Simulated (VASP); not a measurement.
Set up this calculation in VASP 6.6.1, as the native input.

| Item | Value |
| --- | --- |
| Task | single point |
| Functional | PBE |
| Potentials or basis | VASP PAW PBE potentials, release 64 (Al, Fe) |
| Cutoff | 520 eV |
| k mesh | 6 × 6 × 6 |
| Occupations | gaussian, width 0.1 eV |
| Spin | collinear spin, ferromagnetic start |
| Starting moments | [0.0, 4.0] μB |
| Dipole correction | no |
| Further INCAR settings | ALGO = Normal; EDIFF = 1e-06; NBANDS = 16 |

The structure of AlFe lies in POSCAR:

```
AlFe
1.0
    2.9257106497      0.0000000000      0.0000000000
    0.0000000000      2.9257106497      0.0000000000
    0.0000000000      0.0000000000      2.9257106497
Al Fe
1 1
Direct
    0.0000000000      0.0000000000      0.0000000000
    0.5000000000      0.5000000000      0.5000000000
```

The input as run:

INCAR

```
PREC = Accurate ; ENCUT = 520
EDIFF = 1E-6 ; ISMEAR = 0
SIGMA = 0.1 ; LREAL = F
LASPH = T ; NELM = 150
ALGO = Normal ; ISIF = 2
LWAVE = F ; LCHARG = T
ISPIN = 2 ; MAGMOM = 0 4
LORBIT = 11 ; LMAXMIX = 4
GGA = PE ; LELF = T
LVHAR = T ; NBANDS = 16
```

KPOINTS

```
regular mesh
0
Gamma
  6 6 6
```

Potentials or basis: VASP PAW PBE potentials, release 64 (Al, Fe).

Launch:

```console
$ cat potpaw_PBE.64/Al/POTCAR potpaw_PBE.64/Fe/POTCAR > POTCAR
$ mpirun -np 1 vasp_std > vasp.out
```

Results of the run:

```json
{
  "Pressure": "-8.4 GPa",
  "Net moment": "0.74 μB per cell",
  "Site moments": "Al -0.02; Fe +0.78 μB",
  "Valence electrons inside the program's atomic spheres": "Al 0.81; Fe 7.31"
}
```

Caveat: the moment fell far below its start of 4 μB, so a state of higher moment may lie lower in energy.

It took 7.7 s on 1 thread of Intel(R) Xeon(R) 6975P-C (Granite Rapids) (shared host), peak memory 0.15 GiB.
